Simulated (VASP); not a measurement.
# TiN (Osbornite) (Fm-3m) in VASP: notebook, part 2 of 2

VASP 6.6.1. Earlier steps stand in the parts before.

### 4 Single point, PBE+D3(BJ)

INCAR

```
SYSTEM = TiN
PREC = Accurate
ENCUT = 520
EDIFF = 1E-6
ISMEAR = 1
SIGMA = 0.1
LREAL = .False.
LASPH = .True.
NELM = 80
ALGO = Normal
ISIF = 2
LWAVE = .False.
LCHARG = .True.
GGA = PE
IVDW = 12
LELF = .True.
LVHAR = .True.
NBANDS = 16
```

KPOINTS

```
regular mesh
0
Gamma
  9 9 9
  0 0 0
```

POSCAR

```
TiN
1.0
    2.9967190000      0.0000000000      0.0000000000
    1.4983595000      2.5952347820      0.0000000000
    1.4983595000      0.8650782607      2.4468108175
Ti N
1 1
Direct
    0.0000000000      0.0000000000      0.0000000000
    0.5000000000      0.5000000000      0.5000000000
```

Potentials or basis: VASP PAW PBE potentials, release 64 (Ti_sv, N).

Run with:

```sh
cat potpaw_PBE.64/Ti_sv/POTCAR potpaw_PBE.64/N/POTCAR > POTCAR
mpirun -np 1 vasp_std > vasp.out
```

OUTCAR:

```text
SYSTEM = TiN
   PREC = Accurate
   ENCUT = 520
   EDIFF = 1E-6
   ISMEAR = 1
   LREAL = .False.
   LASPH = .True.
   NELM = 80
   ISIF = 2
   GGA = PE
   IVDW = 12
 IVDW          = 12

 ion  position               nearest neighbor table
   1  0.000  0.000  0.000-   2 2.12   2 2.12   2 2.12   2 2.12   2 2.12   2 2.12
   2  0.500  0.500  0.500-   1 2.12   1 2.12   1 2.12   1 2.12   1 2.12   1 2.12

  LATTYP: Found a face centered cubic cell.
 ALAT       =     4.2380006524

  Lattice vectors:

 A1 = (   2.9967190000,   0.0000000000,   0.0000000000)
 A2 = (   1.4983595000,   2.5952347820,   0.0000000000)
 A3 = (   1.4983595000,   0.8650782607,   2.4468108175)

Analysis of symmetry for initial positions (statically):
=====================================================================
 Subroutine PRICEL returns:
 Original cell was already a primitive cell.

 Routine SETGRP: Setting up the symmetry group for a
 face centered cubic supercell.

 Subroutine GETGRP returns: Found 48 space group operations
 (whereof 48 operations were pure point group operations)
 out of a pool of 48 trial point group operations.

The static configuration has the point symmetry O_h .

Analysis of symmetry for dynamics (positions and initial velocities):
=====================================================================
 Subroutine PRICEL returns:
 Original cell was already a primitive cell.

 Routine SETGRP: Setting up the symmetry group for a
 face centered cubic supercell.

 Subroutine GETGRP returns: Found 48 space group operations
 (whereof 48 operations were pure point group operations)
 out of a pool of 48 trial point group operations.

The dynamic configuration has the point symmetry O_h .

 Subroutine INISYM returns: Found 48 space group operations
 (whereof 48 operations are pure point group operations),
 and found     1 'primitive' translations

----------------------------------------------------------------------------------------

                                     Primitive cell

  volume of cell :      19.0293
[... 110 lines left out ...]
  volume/ion in A,a.u.               =       9.51        64.21
  Fermi-wavevector in a.u.,A,eV,Ry     =   1.576704  2.979538 33.824014  2.485995
  Thomas-Fermi vector in A             =   2.677497
   LORBIT       =      0    0 simple, 1 ext, 2 COOP (PROOUT), +10 PAW based schemes
   GGA     = PE    functional components
   LHFCALC =     F    Hartree Fock is set to
   AEXX    =    0.0000 exact exchange contribution
   IVDW    =    12    specifies the selected vdW correction
   LEPSILON=     F    determine dielectric tensor
   LRPA    =     F    only Hartree local field effects (RPA)
 non-spin polarized calculation
 Methfessel and Paxton  Order N= 1 SIGMA  =   0.10
  energy-cutoff  :      520.00
  volume of cell :       19.03
 maximum number of plane-waves:       531
   NGX = 11   NGY = 11   NGZ = 11

 number of electron      17.0000002 magnetization

 Free energy of the ion-electron system (eV)
  ---------------------------------------------------
  ext. energy  EPLUGINS =         0.00000000
  ---------------------------------------------------
  free energy    TOTEN  =       -19.64112572 eV

  energy without entropy =      -19.64125889  energy(sigma->0) =      -19.64117011

 E-fermi :  11.4242     XC(G=0): -13.0352

 val. band max:       11.3779482687   @ k =   0.1111   0.0000   0.0000
 cond. band min:      11.4909256770   @ k =   0.4444   0.2222   0.1111
 fundamental gap:      0.1129774083
 Fermi energy:        11.4241893140

 k-point     1 :       0.0000    0.0000    0.0000
  band No.  band energies     occupation
      1     -46.3915      2.00000
      2     -22.3686      2.00000
      3     -22.3686      2.00000
      4     -22.3686      2.00000
      5      -5.6328      2.00000
      6       9.4390      2.00000
[... 433 lines left out ...]
      3     -22.5688      2.00000
      4     -22.5688      2.00000
      5      -4.2094      2.00000
      6       5.5279      2.00000
[... 8 lines left out ...]
     15      23.5584      0.00000
     16      25.8901      0.00000

 [... further k-points ...]

------------------------ aborting loop because EDIFF is reached ----------------------------------------

 Edisp (eV)   -0.93868

 E8    (eV) :    -0.3962

  FORCE on cell =-STRESS in cart. coord.  units (eV):
  Direction    XX          YY          ZZ          XY          YZ          ZX
  --------------------------------------------------------------------------------------
  -------------------------------------------------------------------------------------
  Total      -0.72298    -0.72298    -0.72298    -0.00000    -0.00000     0.00000
  in kB     -60.87183   -60.87183   -60.87183    -0.00000    -0.00000     0.00000
  external pressure =      -60.87 kB  Pullay stress =        0.00 kB

 VOLUME and BASIS-vectors are now :
 -----------------------------------------------------------------------------
  energy-cutoff  :      520.00
  volume of cell :       19.03
      direct lattice vectors                 reciprocal lattice vectors
     2.996719000  0.000000000  0.000000000     0.333698288 -0.192660796 -0.136231756
     1.498359500  2.595234782  0.000000000     0.000000000  0.385321593 -0.136231756
     1.498359500  0.865078261  2.446810817     0.000000000  0.000000000  0.408695267

 POSITION                                       TOTAL-FORCE (eV/Angst)
 -----------------------------------------------------------------------------------
      0.00000      0.00000      0.00000        -0.000000      0.000000      0.000000
      2.99672      1.73016      1.22341         0.000000     -0.000000      0.000000
 -----------------------------------------------------------------------------------
    total drift:                               -0.000000      0.000000      0.000000

  FREE ENERGIE OF THE ION-ELECTRON SYSTEM (eV)
  ---------------------------------------------------
  free  energy   TOTEN  =       -20.5798059969 eV

  energy  without entropy=      -20.5799391668  energy(sigma->0) =      -20.57985039
```

It took 9.4 s on 1 thread of Intel Xeon 6975P-C, shared host; peak memory 0.15 GiB.

Results:

* Free energy: -20.5798 eV
* Pressure: -6.1 GPa
* Dispersion energy per atom: -0.469 eV

Caveat: three body term missing; pairwise dispersion overbinds metals, which lowers pressure and volume.

### 5 Single point, PBE+D3(BJ)

INCAR

```
PREC     = Accurate       # precision mode
ENCUT    = 520            # plane-wave cutoff, eV
EDIFF    = 1E-6           # SCF threshold, eV
ISMEAR   = 1              # smearing method
SIGMA    = 0.05           # smearing width, eV
LREAL    = False          # projectors in reciprocal space
LASPH    = True           # aspherical terms in the spheres
NELM     = 60             # most SCF steps
ALGO     = Normal         # electronic algorithm
ISIF     = 2              # what is computed and relaxed
LWAVE    = False          # write WAVECAR
LCHARG   = False          # write CHGCAR
GGA      = PE             # functional
IVDW     = 12             # dispersion correction
NBANDS   = 16             # bands
```

KPOINTS

```
Automatic mesh
0
Gamma
  9 9 9
```

POSCAR is that of step 4.

Potentials or basis: VASP PAW PBE potentials, release 64 (Ti_sv, N).

Run with:

```sh
cat potpaw_PBE.64/Ti_sv/POTCAR potpaw_PBE.64/N/POTCAR > POTCAR
mpirun -np 1 vasp_std > vasp.out
```

OUTCAR:

```text
PREC = Accurate
   ENCUT = 520
   EDIFF = 1E-6
   ISMEAR = 1
   LREAL = False
   LASPH = True
   NELM = 60
   ISIF = 2
   GGA = PE
   IVDW = 12
 IVDW          = 12

 ion  position               nearest neighbor table
   1  0.000  0.000  0.000-   2 2.12   2 2.12   2 2.12   2 2.12   2 2.12   2 2.12
   2  0.500  0.500  0.500-   1 2.12   1 2.12   1 2.12   1 2.12   1 2.12   1 2.12

  LATTYP: Found a face centered cubic cell.
 ALAT       =     4.2380006524

  Lattice vectors:

 A1 = (   2.9967190000,   0.0000000000,   0.0000000000)
 A2 = (   1.4983595000,   2.5952347820,   0.0000000000)
 A3 = (   1.4983595000,   0.8650782607,   2.4468108175)

Analysis of symmetry for initial positions (statically):
=====================================================================
 Subroutine PRICEL returns:
 Original cell was already a primitive cell.

 Routine SETGRP: Setting up the symmetry group for a
 face centered cubic supercell.

 Subroutine GETGRP returns: Found 48 space group operations
 (whereof 48 operations were pure point group operations)
 out of a pool of 48 trial point group operations.

The static configuration has the point symmetry O_h .

Analysis of symmetry for dynamics (positions and initial velocities):
[... 163 lines left out ...]
 fundamental gap:      0.1129638182
 Fermi energy:        11.4534752906

 k-point     1 :       0.0000    0.0000    0.0000
  band No.  band energies     occupation
      1     -46.3917      2.00000
      2     -22.3688      2.00000
      3     -22.3688      2.00000
      4     -22.3688      2.00000
      5      -5.6327      2.00000
      6       9.4392      2.00000
[... 433 lines left out ...]
      3     -22.5690      2.00000
      4     -22.5690      2.00000
      5      -4.2092      2.00000
      6       5.5280      2.00000
[... 8 lines left out ...]
     15      23.5585      0.00000
     16      25.8900      0.00000

 [... further k-points ...]

------------------------ aborting loop because EDIFF is reached ----------------------------------------

 Edisp (eV)   -0.93868

 E8    (eV) :    -0.3962

  FORCE on cell =-STRESS in cart. coord.  units (eV):
  Direction    XX          YY          ZZ          XY          YZ          ZX
  --------------------------------------------------------------------------------------
  -------------------------------------------------------------------------------------
  Total      -0.72292    -0.72292    -0.72292    -0.00000    -0.00000     0.00000
  in kB     -60.86612   -60.86612   -60.86612    -0.00000    -0.00000     0.00000
  external pressure =      -60.87 kB  Pullay stress =        0.00 kB

 VOLUME and BASIS-vectors are now :
 -----------------------------------------------------------------------------
  energy-cutoff  :      520.00
  volume of cell :       19.03
      direct lattice vectors                 reciprocal lattice vectors
     2.996719000  0.000000000  0.000000000     0.333698288 -0.192660796 -0.136231756
     1.498359500  2.595234782  0.000000000     0.000000000  0.385321593 -0.136231756
     1.498359500  0.865078261  2.446810817     0.000000000  0.000000000  0.408695267

 POSITION                                       TOTAL-FORCE (eV/Angst)
 -----------------------------------------------------------------------------------
      0.00000      0.00000      0.00000        -0.000000      0.000000      0.000000
      2.99672      1.73016      1.22341         0.000000     -0.000000      0.000000
 -----------------------------------------------------------------------------------
    total drift:                               -0.000000      0.000000      0.000000

  FREE ENERGIE OF THE ION-ELECTRON SYSTEM (eV)
  ---------------------------------------------------
  free  energy   TOTEN  =       -20.5800426690 eV

  energy  without entropy=      -20.5801919798  energy(sigma->0) =      -20.58009244
```

stdout:

```text
POSCAR found type information on POSCAR TiN
 POSCAR found :  2 types and       2 ions
 scaLAPACK will be used
 LDA part: xc-table for (Slater+PW92), standard interpolation
 POSCAR, INCAR and KPOINTS ok, starting setup
 FFT: planning ... GRIDC
 FFT: planning ... GRID_SOFT
 FFT: planning ... GRID
 WAVECAR not read
 entering main loop
```

Run time: 9.2 s. Hardware: 1 thread of Intel Xeon 6975P-C, shared host; peak memory 0.15 GiB.

What came out:

```
Free energy                : -20.5800 eV
Pressure                   : -6.1 GPa
Dispersion energy per atom : -0.469 eV
```

Caveat: three body term missing; pairwise dispersion overbinds metals, which lowers pressure and volume.

### 6 The runs side by side

```tsv
smearing	gap on the mesh (eV)	pressure (GPa)
methfessel-paxton 0.3 eV	none	-6.1
methfessel-paxton 0.2 eV	none	-6.1
methfessel-paxton 0.1 eV	none	-6.1
methfessel-paxton 0.05 eV	none	-6.1
```

Alike in all rows: task single point; level PBE+D3(BJ); potentials or basis VASP PAW PBE potentials, release 64 (Ti_sv, N); no spin polarisation; cell as given; k mesh 9 × 9 × 9; cutoff (eV) 520.

Every run on the cell as given and a fine mesh finds a metal.

Caveats: three body term missing; pairwise dispersion overbinds metals, which lowers pressure and volume.

Total energies depend on the potentials used, so only differences within one code and one set of settings carry meaning.
